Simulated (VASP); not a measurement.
# WS2: relaxation of cell and atoms with PBEsol

WS2:

```
W S
1.0
     2.89619    0.00000    0.00000
    -1.44810    2.50818    0.00000
     0.00000    0.00000   10.53716
W S
2 4
Direct
  0.33333 0.66667 0.25000
  0.66667 0.33333 0.75000
  0.33333 0.66667 0.60324
  0.66667 0.33333 0.10324
  0.33333 0.66667 0.89676
  0.66667 0.33333 0.39676
```

```
Program                : VASP 6.6.1
Task                   : relaxation of cell and atoms
Functional             : PBEsol
Potentials or basis    : VASP PAW PBE potentials, release 64 (W_sv, S)
Cutoff                 : 600 eV
k mesh                 : 15 × 15 × 4
Occupations            : gaussian, width 0.1 eV
Spin                   : no spin polarisation
Target pressure        : 60 GPa
Dipole correction      : no
Further INCAR settings : ALGO = Fast; EDIFF = 1e-07; IBRION = 2; EDIFFG = -0.008; NSW = 70; ISIF = 3
```

```json
{
  "Relaxed volume": "12.36 Å³/atom",
  "Relaxed cell": "a = 2.866 Å, b = 2.866 Å, c = 10.425 Å, α = 90.00°, β = 90.00°, γ = 120.00°",
  "Space group after relaxing (to 0.1 Å)": "P6_3/mmc (No. 194)",
  "Energy change on relaxing (the run minimises the enthalpy)": "+108.2 meV/atom",
  "Ionic steps": "12",
  "Pressure after relaxing": "60.0 GPa",
  "Largest force after relaxing": "0.005 eV/Å",
  "Band gap on the k mesh": "zero (bands 26 and 27 overlap by 1.20 eV)"
}
```

Forces on the atoms (eV/Å):
```
W    0.000  0.000  0.000
W    0.000  0.000  0.000
S    0.000  0.000 -0.005
S    0.000  0.000 -0.005
S    0.000  0.000  0.005
S    0.000  0.000  0.005
```

Step by step:
```
step  energy change (eV)  largest force (eV/Å)  pressure (GPa)  volume (Å³)
   1              0.0000                1.6933           59.90        76.54
   2             -0.0411                1.0066           45.27        76.45
   3             -0.1456                0.0681           51.02        76.49
   4              1.7145                0.0682           71.95        71.57
   5              0.6689                0.0835           60.48        74.12
   6              0.6558                0.0335           60.20        74.13
   7              0.6553                0.0260           60.17        74.14
   8              0.6554                0.0273           60.17        74.14
   9              0.6253                0.0195           59.57        74.22
  10              0.6446                0.0103           59.96        74.16
  11              0.6442                0.0098           59.95        74.17
  12              0.6493                0.0050           59.98        74.15
```

Final structure:
```xyz
6
Lattice="2.8658 0.0000 0.0000 -1.4329 2.4819 0.0000 0.0000 0.0000 10.4254" Properties=species:S:1:pos:R:3 pbc="T T T"
W     0.0000    1.6546    2.6063
W     1.4329    0.8273    7.8190
S     0.0000    1.6546    6.2173
S     1.4329    0.8273    1.0046
S     0.0000    1.6546    9.4208
S     1.4329    0.8273    4.2081
```

Levels at points of the mesh, in eV from the Fermi level:
| k point | band 22 | band 23 | band 24 | band 25 | band 26 | band 27 | band 28 | band 29 | band 30 | band 31 |
| --- | --- | --- | --- | --- | --- | --- | --- | --- | --- | --- |
| (0.00, 0.00, 0.00) | -2.34 | -1.82 | -1.82 | 0.21 | 0.63 | 1.69 | 1.69 | 2.52 | 2.52 | 2.55 |
| (0.00, 0.00, 0.50) | -2.10 | -2.10 | -2.10 | 0.51 | 0.51 | 2.14 | 2.14 | 2.14 | 2.14 | 2.83 |

Run time: 54 min on 1 thread of Oxide Virtual Turin-like Processor, with other jobs on the host, peak memory 0.33 GiB.

Caveat: the cell is relaxed towards a set pressure, so the run minimises the enthalpy, not the energy; the PAW data sets were made with another functional, which shifts forces and pressure a little; spin-orbit coupling is left out, which moves the levels of the heavy elements.
